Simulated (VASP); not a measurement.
# Ca (Im-3m) in VASP: a series of runs

Aim: see how the results for Ca move with the level of theory and the settings. Levels: LDA, PBE, BLYP+D3(BJ), BLYP+D4, BLYP. Tasks: single point, relaxation of cell and atoms.

Program: VASP 6.6.1. These are calculated values, not measurements. Logs are shortened: lines on timing, memory, paths and dates and some standing lists are left out, and cuts for length are marked.

### Step 1. The cell of the first run

The structure is cubic, space group Im-3m (No. 229). The conventional cell has a = 4.480 Å, b = 4.480 Å, c = 4.480 Å, α = 90.00°, β = 90.00°, γ = 90.00°. Within 5.1 Å of Ca (site symmetry m-3m) lie 14 Ca at 3.88 to 4.48 Å.

### Step 2. Single point, LDA

The input, INCAR:

```
PREC     = Accurate       # precision mode
ENCUT    = 520            # plane-wave cutoff, eV
EDIFF    = 1E-6           # SCF threshold, eV
ISMEAR   = 0              # smearing method
SIGMA    = 0.05           # smearing width, eV
LREAL    = False          # projectors in reciprocal space
LASPH    = True           # aspherical terms in the spheres
NELM     = 80             # most SCF steps
ALGO     = Normal         # electronic algorithm
ISIF     = 2              # what is computed and relaxed
LWAVE    = False          # write WAVECAR
LCHARG   = False          # write CHGCAR
NBANDS   = 11             # bands
```

The input, KPOINTS:

```
Automatic mesh
0
Gamma
  8 8 8
```

The input, POSCAR:

```
Ca
1.0
   -2.2400000000      2.2400000000      2.2400000000
    2.2400000000     -2.2400000000      2.2400000000
    2.2400000000      2.2400000000     -2.2400000000
Ca
1
Direct
    0.0000000000      0.0000000000      0.0000000000
```

Potentials or basis: VASP PAW LDA potentials, release 64 (Ca_sv).

The run is started by

```bash
$ cat potpaw_LDA.64/Ca_sv/POTCAR > POTCAR
$ mpirun -np 1 vasp_std > vasp.out
```

OUTCAR:

```text
PREC = Accurate
   ENCUT = 520
   EDIFF = 1E-6
   ISMEAR = 0
   LREAL = False
   LASPH = True
   NELM = 80
   ISIF = 2

 ion  position               nearest neighbor table
   1  0.000  0.000  0.000-

  LATTYP: Found a body centered cubic cell.
 ALAT       =     4.4800000000

  Lattice vectors:

 A1 = (  -2.2400000000,   2.2400000000,   2.2400000000)
 A2 = (   2.2400000000,  -2.2400000000,   2.2400000000)
 A3 = (   2.2400000000,   2.2400000000,  -2.2400000000)

Analysis of symmetry for initial positions (statically):
=====================================================================
 Subroutine PRICEL returns:
 Original cell was already a primitive cell.

 Routine SETGRP: Setting up the symmetry group for a
 body centered cubic supercell.

 Subroutine GETGRP returns: Found 48 space group operations
 (whereof 48 operations were pure point group operations)
 out of a pool of 48 trial point group operations.

The static configuration has the point symmetry O_h .

Analysis of symmetry for dynamics (positions and initial velocities):
=====================================================================
 Subroutine PRICEL returns:
 Original cell was already a primitive cell.

 Routine SETGRP: Setting up the symmetry group for a
 body centered cubic supercell.

 Subroutine GETGRP returns: Found 48 space group operations
 (whereof 48 operations were pure point group operations)
 out of a pool of 48 trial point group operations.

The dynamic configuration has the point symmetry O_h .

 Subroutine INISYM returns: Found 48 space group operations
 (whereof 48 operations are pure point group operations),
 and found     1 'primitive' translations

----------------------------------------------------------------------------------------

                                     Primitive cell

  volume of cell :      44.9577

  direct lattice vectors                    reciprocal lattice vectors
    -2.240000000  2.240000000  2.240000000     0.000000000  0.223214286  0.223214286
     2.240000000 -2.240000000  2.240000000     0.223214286  0.000000000  0.223214286
     2.240000000  2.240000000 -2.240000000     0.223214286  0.223214286  0.000000000

  length of vectors
     3.879793809  3.879793809  3.879793809     0.315672670  0.315672670  0.315672670

  position of ions in fractional coordinates (direct lattice)
     0.000000000  0.000000000  0.000000000

  ion indices of the primitive-cell ions
   primitive index   ion index
                 1           1

----------------------------------------------------------------------------------------
[... 75 lines left out ...]
   NFREE  =      0    steps in history (QN), initial steepest desc. (CG)
   ISIF   =      2    stress and relaxation
   ISYM   =      2    0-nonsym 1-usesym 2-fastsym
   POTIM  = 0.5000    time-step for ionic-motion
   TEBEG  =    0.0;   TEEND  =   0.0 temperature during run
   PSTRESS=    0.0 pullay stress
   NELECT =      10.0000    total number of electrons
   NUPDOWN=      -1.0000    fix difference up-down
   EMIN   =  10.00;   EMAX   =-10.00  energy-range for DOS
   EFERMI =   0.00;   METHOD = LEGACY
   ISMEAR =     0;   SIGMA  =   0.05  broadening in eV -4-tet -1-fermi 0-gaus
   EFERMI_NEDOS =   21; number of points for ismear=-14 and -15
   IALGO  =     38    algorithm
   IMIX   =      4    mixing-type and parameters
     AMIX     =   0.40;   BMIX     =  1.00
     AMIX_MAG =   1.60;   BMIX_MAG =  1.00
  volume/ion in A,a.u.               =      44.96       303.39
  Fermi-wavevector in a.u.,A,eV,Ry     =   0.991913  1.874443 13.386649  0.983891
  Thomas-Fermi vector in A             =   2.123688
   LORBIT       =      0    0 simple, 1 ext, 2 COOP (PROOUT), +10 PAW based schemes
   GGA     = CA    functional components
   LHFCALC =     F    Hartree Fock is set to
   AEXX    =    0.0000 exact exchange contribution
   IVDW    =     0    specifies the selected vdW correction
   LEPSILON=     F    determine dielectric tensor
   LRPA    =     F    only Hartree local field effects (RPA)
 non-spin polarized calculation
 Gauss-broadening in eV      SIGMA  =   0.05
  energy-cutoff  :      520.00
  volume of cell :       44.96
 maximum number of plane-waves:      1264
 NGX is ok and might be reduce to    30
   NGX = 15   NGY = 15   NGZ = 15

 number of electron      10.0000001 magnetization

 Free energy of the ion-electron system (eV)
  ---------------------------------------------------
  ext. energy  EPLUGINS =         0.00000000
  ---------------------------------------------------
  free energy    TOTEN  =        -2.13002039 eV

  energy without entropy =       -2.12743152  energy(sigma->0) =       -2.12872595

 E-fermi :   1.5893     XC(G=0):  -7.7613

 val. band max:        1.5870298870   @ k =   0.5000   0.5000   0.2500
 cond. band min:       1.6245944697   @ k =   0.3750   0.1250   0.1250
 fundamental gap:      0.0375645826
 Fermi energy:         1.5893348718

 k-point     1 :       0.0000    0.0000    0.0000
  band No.  band energies     occupation
      1     -40.1670      2.00000
      2     -21.3813      2.00000
      3     -21.3813      2.00000
      4     -21.3813      2.00000
      5      -2.3597      2.00000
      6       3.6605      0.00000
      7       3.6605      0.00000
      8       3.6605      0.00000
      9       4.6609      0.00000
     10       4.6609      0.00000
     11      11.5640      0.00000
[... 309 lines left out ...]
 k-point    24 :      -0.3750    0.3750    0.2500
  band No.  band energies     occupation
      1     -40.1521      2.00000
      2     -21.4682      2.00000
      3     -21.4374      2.00000
      4     -21.4251      2.00000
      5       0.5837      2.00000
      6       2.2793      0.00000
      7       3.5463      0.00000
      8       3.7172      0.00000
      9       4.6986      0.00000
     10       5.0288      0.00000
     11       7.3935      0.00000

 [... further k-points ...]
[... 5 lines left out ...]
  --------------------------------------------------------------------------------------
  -------------------------------------------------------------------------------------
  Total       -0.6966918     -0.6966918     -0.6966918      0.0000000      0.0000000      0.0000000
  in kB      -24.8283145    -24.8283145    -24.8283145      0.0000000      0.0000000      0.0000000
  external PRESSURE =     -24.8283145 kB  Pullay stress =       0.0000000 kB

 VOLUME and BASIS-vectors are now :
 -----------------------------------------------------------------------------
  energy-cutoff  :      520.00
  volume of cell :       44.96
      direct lattice vectors                 reciprocal lattice vectors
    -2.240000000  2.240000000  2.240000000     0.000000000  0.223214286  0.223214286
     2.240000000 -2.240000000  2.240000000     0.223214286  0.000000000  0.223214286
     2.240000000  2.240000000 -2.240000000     0.223214286  0.223214286  0.000000000

 POSITION                                       TOTAL-FORCE (eV/Angst)
 -----------------------------------------------------------------------------------
      0.00000      0.00000      0.00000        -0.000000      0.000000      0.000000
 -----------------------------------------------------------------------------------
    total drift:                               -0.000000     -0.000000      0.000000

  FREE ENERGIE OF THE ION-ELECTRON SYSTEM (eV)
  ---------------------------------------------------
  free  energy   TOTEN  =        -2.1300203911 eV

  energy  without entropy=       -2.1274315175  energy(sigma->0) =       -2.12872595
```

OSZICAR:

```text
N       E                     dE             d eps       ncg     rms          rms(c)
DAV:   1     0.675688762636E+02    0.67569E+02   -0.50807E+03   638   0.829E+02
DAV:   2    -0.481760305748E+00   -0.68051E+02   -0.67433E+02   698   0.205E+02
DAV:   3    -0.203810659196E+01   -0.15563E+01   -0.15310E+01   921   0.315E+01
DAV:   4    -0.213895694472E+01   -0.10085E+00   -0.10066E+00   840   0.611E+00
DAV:   5    -0.214012898918E+01   -0.11720E-02   -0.11719E-02   924   0.618E-01    0.230E+00
DAV:   6    -0.213192964268E+01    0.81993E-02   -0.12608E-02   782   0.121E+00    0.140E+00
DAV:   7    -0.213047532882E+01    0.14543E-02   -0.17950E-02   753   0.156E+00    0.974E-02
DAV:   8    -0.213001262819E+01    0.46270E-03   -0.17991E-03   763   0.406E-01    0.183E-02
DAV:   9    -0.213002001805E+01   -0.73899E-05   -0.81488E-05   900   0.666E-02    0.659E-03
DAV:  10    -0.213002039109E+01   -0.37304E-06   -0.71327E-06   862   0.259E-02
   1 F= -.21300204E+01 E0= -.21287260E+01  d E =-.258887E-02
```

stdout:

```text
POSCAR found type information on POSCAR Ca
 POSCAR found :  1 types and       1 ions
 scaLAPACK will be used
 LDA part: xc-table for (Slater(with rela. corr.)+CA(PZ))
 , standard interpolation
 POSCAR, INCAR and KPOINTS ok, starting setup
 FFT: planning ... GRIDC
 FFT: planning ... GRID_SOFT
 FFT: planning ... GRID
 WAVECAR not read
 entering main loop
```

It took 7.7 s on 1 thread of Intel Xeon 6975P-C, shared host; peak memory 0.15 GiB.

What came out:

- Free energy: -2.1300 eV
- Pressure: -2.5 GPa
- Band gap on the k mesh: zero (band 5 reaches 1.90 eV, above the bottom of band 6 at 1.57 eV)

### Step 3. Single point, PBE (volume scaled by 1.02)

The input, INCAR:

```
SYSTEM = Ca
PREC = Accurate
ENCUT = 520
EDIFF = 1E-6
ISMEAR = -1
SIGMA = 0.05
LREAL = .FALSE.
LASPH = .TRUE.
NELM = 100
ALGO = Fast
ISIF = 2
LWAVE = .FALSE.
LCHARG = .TRUE.
GGA = PE
LELF = .TRUE.
LVHAR = .TRUE.
NBANDS = 11
```

The input, KPOINTS:

```
regular mesh
0
G
  8 8 8
  0 0 0
```

The input, POSCAR:

```
Ca
1.0
   -2.2548348694      2.2548348694      2.2548348694
    2.2548348694     -2.2548348694      2.2548348694
    2.2548348694      2.2548348694     -2.2548348694
Ca
1
Direct
    0.0000000000      0.0000000000      0.0000000000
```

Potentials or basis: VASP PAW PBE potentials, release 64 (Ca_sv).

The run is started by

```bash
$ cat potpaw_PBE.64/Ca_sv/POTCAR > POTCAR
$ mpirun -np 1 vasp_std > vasp.out
```

Wall time 28 s (1 thread of Intel Xeon 8259CL, shared host); peak memory 0.16 GiB.

Results (log left out):

```yaml
Free_energy: -1.9038 eV
Pressure: -1.2 GPa
Band_gap_on_the_k_mesh: zero (band 5 reaches 2.02 eV, above the bottom of band 6 at 1.60 eV)
```

Levels at points of the mesh, in eV from the Fermi level:
```tsv
k point	band 1	band 2	band 3	band 4	band 5	band 6	band 7	band 8	band 9	band 10
(0.00, 0.00, 0.00)	-42.23	-23.16	-23.16	-23.16	-3.89	2.20	2.20	2.20	3.17	3.17
(0.50, 0.00, 0.00)	-42.22	-23.26	-23.19	-23.16	-0.84	-0.06	1.33	3.06	3.41	4.09
(0.50, 0.50, 0.50)	-42.21	-23.23	-23.23	-23.23	0.16	0.16	3.63	3.63	3.63	3.89
```

Caveat: the cell differs from its parent crystal (volume scaled by 1.02).

### Step 4. Single point, BLYP+D3(BJ)

This run uses another cell than the first one, of 36.95 Å³/atom, 0.822 times its volume.

The input, INCAR:

```
PREC = Accurate ; ENCUT = 520
EDIFF = 1E-6 ; ISMEAR = -1
SIGMA = 0.05 ; LREAL = F
LASPH = T ; NELM = 60
ALGO = Normal ; ISIF = 2
LWAVE = F ; LCHARG = T
GGA = B5 ; ALDAX = 1.0
AGGAX = 1.0 ; AGGAC = 1.0
ALDAC = 0.0 ; IVDW = 12
VDW_S6 = 1.0 ; VDW_S8 = 2.6996
VDW_A1 = 0.4298 ; VDW_A2 = 4.2359
LELF = T ; LVHAR = T
NBANDS = 11
```

The input, KPOINTS:

```
regular mesh
0
Gamma
  8 8 8
```

The input, POSCAR:

```
Ca
1.0
   -2.0981560458      2.0981560458      2.0981560458
    2.0981560458     -2.0981560458      2.0981560458
    2.0981560458      2.0981560458     -2.0981560458
Ca
1
Direct
    0.0000000000      0.0000000000      0.0000000000
```

The run is started by

```bash
$ cat potpaw_PBE.64/Ca_sv/POTCAR > POTCAR
$ mpirun -np 1 vasp_std > vasp.out
```

Run time: 8.6 s. Hardware: 1 thread of Intel Xeon 6975P-C (Granite Rapids), shared host; peak memory 0.16 GiB.

The run converged. Its results:

| Quantity | Value |
| --- | --- |
| Free energy | -1.8326 eV |
| Pressure | 0.0 GPa |
| Band gap on the k mesh | zero (band 5 reaches 3.37 eV, above the bottom of band 6 at 2.81 eV) |
| Dispersion energy per atom | -0.640 eV |

Levels at points of the mesh, in eV from the Fermi level:
```
           k point  band 1  band 2  band 3  band 4  band 5  band 6  band 7  band 8  band 9  band 10
(0.00, 0.00, 0.00)  -41.70  -22.71  -22.71  -22.71   -4.20    2.35    2.35    2.35    3.50     3.50
(0.50, 0.00, 0.00)  -41.67  -22.94  -22.78  -22.71   -0.96    0.28    1.29    3.44    3.82     4.71
(0.50, 0.50, 0.50)  -41.65  -22.87  -22.87  -22.87   -0.15   -0.15    4.45    4.45    4.45     4.65
```

Caveat: the PAW data sets were made with another functional, which shifts forces and pressure a little; pairwise dispersion overbinds metals, which lowers pressure and volume.

### Step 5. Single point, BLYP+D4

This run uses another cell than the first one, of 40.02 Å³/atom, 0.890 times its volume.

The input, INCAR:

```
SYSTEM = Ca
PREC = Accurate
ENCUT = 520
EDIFF = 1E-7
ISMEAR = -1
SIGMA = 0.05
LREAL = .False.
LASPH = .True.
NELM = 80
ALGO = Normal
ISIF = 2
LWAVE = .False.
LCHARG = .True.
GGA = B5
ALDAX = 1.0
AGGAX = 1.0
AGGAC = 1.0
ALDAC = 0.0
IVDW = 13
VDW_S6 = 1.0
VDW_S8 = 2.34076671
VDW_A1 = 0.44488865
VDW_A2 = 4.0933009
LELF = .True.
LVHAR = .True.
NBANDS = 11
```

The input, KPOINTS:

```
Automatic mesh
0
Gamma
  8 8 8
  0 0 0
```

The input, POSCAR:

```
Ca
1.0
   -2.1548157817      2.1548157817      2.1548157817
    2.1548157817     -2.1548157817      2.1548157817
    2.1548157817      2.1548157817     -2.1548157817
Ca
1
Direct
    0.0000000000      0.0000000000      0.0000000000
```

The run is started by

```bash
$ cat potpaw_PBE.64/Ca_sv/POTCAR > POTCAR
$ mpirun -np 1 vasp_std > vasp.out
```

Wall time 11 s (1 thread of Intel Xeon 6975P-C (Granite Rapids), shared host); peak memory 0.15 GiB.

Results (log left out):

```yaml
Free_energy: -1.5622 eV
Pressure: 0.0 GPa
Band_gap_on_the_k_mesh: zero (band 5 reaches 3.00 eV, above the bottom of band 6 at 2.57 eV)
Dispersion_energy_per_atom: -0.336 eV
```

Levels at points of the mesh, in eV from the Fermi level:
| k point | band 2 | band 3 | band 4 | band 5 | band 6 | band 7 | band 8 | band 9 |
| --- | --- | --- | --- | --- | --- | --- | --- | --- |
| (0.00, 0.00, 0.00) | -22.93 | -22.93 | -22.93 | -4.09 | 2.20 | 2.20 | 2.20 | 3.27 |
| (0.50, 0.00, 0.00) | -23.10 | -22.99 | -22.93 | -0.94 | 0.14 | 1.23 | 3.19 | 3.55 |
| (0.50, 0.50, 0.50) | -23.06 | -23.06 | -23.06 | -0.07 | -0.07 | 4.12 | 4.12 | 4.12 |

Caveat: the PAW data sets were made with another functional, which shifts forces and pressure a little; pairwise dispersion overbinds metals, which lowers pressure and volume.

### Step 6. Relaxation of cell and atoms, BLYP

The input, INCAR:

```
PREC = Accurate ; ENCUT = 600
EDIFF = 1E-6 ; ISMEAR = -1
SIGMA = 0.05 ; LREAL = F
LASPH = T ; NELM = 80
ALGO = Normal ; ISIF = 3
LWAVE = F ; LCHARG = F
GGA = B5 ; ALDAX = 1.0
AGGAX = 1.0 ; AGGAC = 1.0
ALDAC = 0.0 ; IBRION = 2
NSW = 80 ; EDIFFG = -0.02
```

The input, KPOINTS:

```
regular mesh
0
Gamma
  8 8 8
```

The input, POSCAR:

```
Ca
1.0
   -2.2400000000      2.2400000000      2.2400000000
    2.2400000000     -2.2400000000      2.2400000000
    2.2400000000      2.2400000000     -2.2400000000
Ca
1
Direct
    0.0000000000      0.0000000000      0.0000000000
```

Potentials or basis: VASP PAW PBE potentials, release 64 (Ca_sv).

The run is started by

```bash
$ cat potpaw_PBE.64/Ca_sv/POTCAR > POTCAR
$ mpirun -np 1 vasp_std > vasp.out
```

Wall time 37 s (1 thread of Intel Xeon 6975P-C (Granite Rapids), shared host); peak memory 0.19 GiB.

Results (log left out):

```yaml
Free_energy: -1.2326 eV
Relaxed_volume: 42.31 Å³/atom
Relaxed_cell: a = 3.802 Å, b = 3.802 Å, c = 3.802 Å, α = 109.47°, β = 109.47°, γ = 109.47°
Space_group_after_relaxing_to_0.05_Å: Im-3m (No. 229)
Energy_gained_by_relaxing: 7.0 meV/atom
Ionic_steps: 4
Pressure_after_relaxing: 0.0 GPa
Band_gap_on_the_k_mesh: zero (band 5 reaches 2.76 eV, above the bottom of band 6 at 2.41 eV)
```

The path:
| step | energy change (eV) | largest force (eV/Å) | pressure (GPa) | volume (Å³) |
| --- | --- | --- | --- | --- |
| 1 | 0.0000 | 0.0000 | -0.84 | 44.96 |
| 2 | -0.0057 | 0.0000 | -0.38 | 43.45 |
| 3 | -0.0069 | 0.0000 | 0.09 | 42.04 |
| 4 | -0.0070 | 0.0000 | 0.00 | 42.31 |

Final structure:
```yaml
crystal:
  lattice:
    - [-2.19510, 2.19510, 2.19510]
    - [2.19510, -2.19510, 2.19510]
    - [2.19510, 2.19510, -2.19510]
  atoms:
    - { symbol: Ca, position: [0.00000, 0.00000, 0.00000] }
```

Levels at points of the mesh, in eV from the Fermi level:
```tsv
k point	band 1	band 2	band 3	band 4	band 5	band 6	band 7	band 8	band 9
(0.00, 0.00, 0.00)	-42.05	-23.08	-23.08	-23.08	-4.01	2.10	2.10	2.10	3.12
(0.50, 0.00, 0.00)	-42.03	-23.22	-23.13	-23.08	-0.92	0.08	1.20	3.02	3.37
(0.50, 0.50, 0.50)	-42.02	-23.18	-23.18	-23.18	-0.02	-0.02	3.90	3.90	3.90
```

Caveat: the PAW data sets were made with another functional, which shifts forces and pressure a little.

### Step 7. Summary

```csv
task,level,potentials or basis,cell,cutoff (eV),smearing,gap on the mesh (eV),pressure (GPa)
single point,LDA,"VASP PAW LDA potentials, release 64 (Ca_sv)","a = 3.880 Å, angles 109.5°, 1 atom",520,gaussian 0.05 eV,none,-2.5
single point,PBE,"VASP PAW PBE potentials, release 64 (Ca_sv)","a = 3.905 Å, angles 109.5°, 1 atom",520,fermi-dirac 0.05 eV,none,-1.2
single point,BLYP+D3(BJ),"VASP PAW PBE potentials, release 64 (Ca_sv)","a = 3.634 Å, angles 109.5°, 1 atom",520,fermi-dirac 0.05 eV,none,0.0
single point,BLYP+D4,"VASP PAW PBE potentials, release 64 (Ca_sv)","a = 3.732 Å, angles 109.5°, 1 atom",520,fermi-dirac 0.05 eV,none,0.0
relaxation of cell and atoms,BLYP,"VASP PAW PBE potentials, release 64 (Ca_sv)","relaxed from a = 3.880 Å, angles 109.5°, 1 atom",600,fermi-dirac 0.05 eV,none,0.0
```

Alike in all rows: no spin polarisation; k mesh 8 × 8 × 8.

Caveats: the PAW data sets were made with another functional, which shifts forces and pressure a little (some runs); pairwise dispersion overbinds metals, which lowers pressure and volume (some runs).

Absolute energies hang on the potentials; compare differences alone.
